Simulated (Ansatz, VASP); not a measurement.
# Zr2H3 in VASP and in Ansatz

File INCAR:

```
SYSTEM = Zr2H3
  ALGO = Normal
  EDIFF = 1E-6
  EDIFFG = -0.04
  ENCUT = 600
  GGA = PE
  IBRION = 2
  ISIF = 3
  ISMEAR = 0
  LASPH = .True.
  LCHARG = .False.
  LREAL = .False.
  LWAVE = .False.
  NELM = 100
  NSW = 90
  PREC = Accurate
  SIGMA = 0.1
```

Contents of KPOINTS:

```
k-points
0
Gamma
  6 6 4
  0 0 0
```

File POSCAR:

```
Zr2H3
1.0
    3.2685654400      0.0000000000      0.0000000000
   -1.6342827200      2.8306607000      0.0000000000
    0.0000000000      0.0000000000      6.7030384900
Zr H
2 3
Direct
    0.0000000000      0.0000000000      0.3051070800
    0.0000000000      0.0000000000      0.6948929200
    0.3333333300      0.6666666700      0.4384391800
    0.3333333300      0.6666666700      0.5615608200
    0.6666666700      0.3333333300      0.5000000000
```

Input for Ansatz:

```yaml
crystal:
  lattice:
    - [3.26856544, 0.0, 0.0]
    - [-1.63428272, 2.8306607, 0.0]
    - [0.0, 0.0, 6.70303849]
  atoms:
    - { symbol: Zr, position: [0.0, 0.0, 0.30510708] }
    - { symbol: Zr, position: [0.0, 0.0, 0.69489292] }
    - { symbol: H, position: [0.33333333, 0.66666667, 0.43843918] }
    - { symbol: H, position: [0.33333333, 0.66666667, 0.56156082] }
    - { symbol: H, position: [0.66666667, 0.33333333, 0.5] }
basis:
  ecutwfc: 420
kpoints:
  mp_grid: { grid: [6, 6, 4] }
hamiltonian:
  xc: pbe
scf:
  occupations: { method: gaussian, width: 0.1 }
  lower_state_search: "off"
output:
  forces: true
  stress: true
  eigenvalues: true
relax:
  adjacent_minimum: "off"
  f_tol: 0.04
  max_steps: 70
  cell: { stress_tol: 0.4 }
```

Alike in both runs: task relaxation of cell and atoms; functional PBE; k mesh 6 × 6 × 4; occupations gaussian, width 0.1 eV; no spin polarisation.

```csv
,VASP,Ansatz
version,VASP 6.6.1,Ansatz 0.2.0
potentials or method,"VASP PAW PBE potentials, release 64 (Zr_sv, H), cutoff 600 eV","scalar-relativistic, plane waves, PAW"
valence electrons in the cell,27,27
```

Ansatz gave:

| Property | Result |
| --- | --- |
| gap on the k mesh at the Fermi level, each at its own relaxed structure (eV) | none |
| relaxed volume (Å³/atom) | 11.39 |
| relaxed length of the cell vector where the two differ most in proportion (Å) | 3.311 |

**Question.** Estimate VASP's values.

**Answer.** gap on the k mesh at the Fermi level, each at its own relaxed structure (eV): none; relaxed volume (Å³/atom): 11.43; relaxed length of the cell vector where the two differ most in proportion (Å): 3.316.

A gap of «none» marks a metal or a gap that the smearing closes.

The k mesh is coarse, so the values compare programs but aren't converged.
